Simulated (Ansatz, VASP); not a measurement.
**Te: VASP beside Ansatz**

File INCAR:

```
PREC = Accurate
ENCUT = 520
EDIFF = 1E-7
ISMEAR = -1
SIGMA = 0.1
LREAL = False
LASPH = True
NELM = 60
ALGO = Normal
ISIF = 2
LWAVE = False
LCHARG = False
GGA = RP
NBANDS = 9
```

The input KPOINTS:

```
regular mesh
0
Gamma
  13 13 13
```

File POSCAR:

```
Te
1.0
   -1.9411586585      1.9411586585      1.9411586585
    1.9411586585     -1.9411586585      1.9411586585
    1.9411586585      1.9411586585     -1.9411586585
Te
1
Direct
    0.0000000000      0.0000000000      0.0000000000
```

Input for Ansatz:

```yaml
crystal:
  lattice:
    - [-1.9411586585, 1.9411586585, 1.9411586585]
    - [1.9411586585, -1.9411586585, 1.9411586585]
    - [1.9411586585, 1.9411586585, -1.9411586585]
  atoms:
    - { symbol: Te, position: [0.0, 0.0, 0.0] }
hamiltonian:
  xc: rpbe
  pseudopotentials:
    kind: paw
    azcp:
      Te: "pseudopotentials/Te.paw.azcp"
basis:
  ecutwfc: 420
  fft_grid_basis: typed
kpoints:
  mp_grid: { grid: [13, 13, 13], shift: [0, 0, 0] }
magnetization:
  spin_polarized: false
scf:
  occupations: { method: fermi_dirac, width: 0.1 }
  lower_state_search: "off"
output:
  stress: true
```

Alike in both runs: task single point; functional RPBE; k mesh 13 × 13 × 13; occupations fermi-dirac, width 0.1 eV; no spin polarisation.

|  | VASP | Ansatz |
| --- | --- | --- |
| version | VASP 6.6.1 | Ansatz 0.2.0 |
| potentials or method | VASP PAW PBE potentials, release 64 (Te), cutoff 520 eV | plane waves (420 eV) with PAW, scalar-relativistic |
| valence electrons in the cell | 6 | 16 |

```tsv
	VASP	Ansatz	Ansatz less VASP
pressure (GPa)	-0.2	-0.1	+0.12
```

VASP's potentials were made for PBE, not for RPBE. With one functional, cell and mesh, what is left measures potentials, basis and numerics. VASP's potentials hold 6 valence electrons a cell and Ansatz's 16, so a difference there can come from the potentials and not from the codes.

Neither program's run includes spin-orbit coupling.
